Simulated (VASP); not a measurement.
MgO, 12 atoms in the cell. Symmetry: P-4m2, No. 115, tetragonal system. The conventional cell has a = 5.523 Å, b = 5.523 Å, c = 5.523 Å, α = 90.00°, β = 90.00°, γ = 90.00°. Within 2.6 Å of Mg (site symmetry m) lie 4 O at 1.93 to 1.97 Å. Within 2.6 Å of Mg (site symmetry -4m2) lie 4 O at 1.99 Å. Mg (site symmetry -4m2) has 4 O at 1.91 Å within 2.5 Å. Within 2.5 Å of O (site symmetry m) lie 4 Mg at 1.91 to 1.99 Å. O (site symmetry -4m2) has 4 Mg at 1.93 Å within 2.6 Å. Within 2.6 Å of O (site symmetry -4m2) lie 4 Mg at 1.97 Å.  This cell differs from its parent crystal: atoms displaced along a vibrational mode.

| Item | Value |
| --- | --- |
| Program | VASP 6.6.1 |
| Task | single point |
| Functional | LDA |
| Potentials or basis | VASP PAW LDA potentials, release 64 (Mg, O) |
| Cutoff | 520 eV |
| k mesh | 4 × 4 × 4 |
| Occupations | gaussian, width 0.05 eV |
| Spin | no spin polarisation |
| Dipole correction | no |
| Further INCAR settings | ALGO = Normal; EDIFF = 1e-06; NBANDS = 36 |

Potentials or basis: VASP PAW LDA potentials, release 64 (Mg, O).

Run with:

```console
$ cat potpaw_LDA.64/Mg/POTCAR potpaw_LDA.64/O/POTCAR > POTCAR
$ mpirun -np 1 vasp_std > vasp.out
```

Hardware: 1 thread of Intel Xeon 8259CL (shared host).

**Question.** How long does it take, and how much memory?

**Answer.** Run time: 2.4 min on 1 thread of Intel Xeon 8259CL, with other jobs on the host, peak memory 0.26 GiB. Counts: scf iterations 14, k points 18.
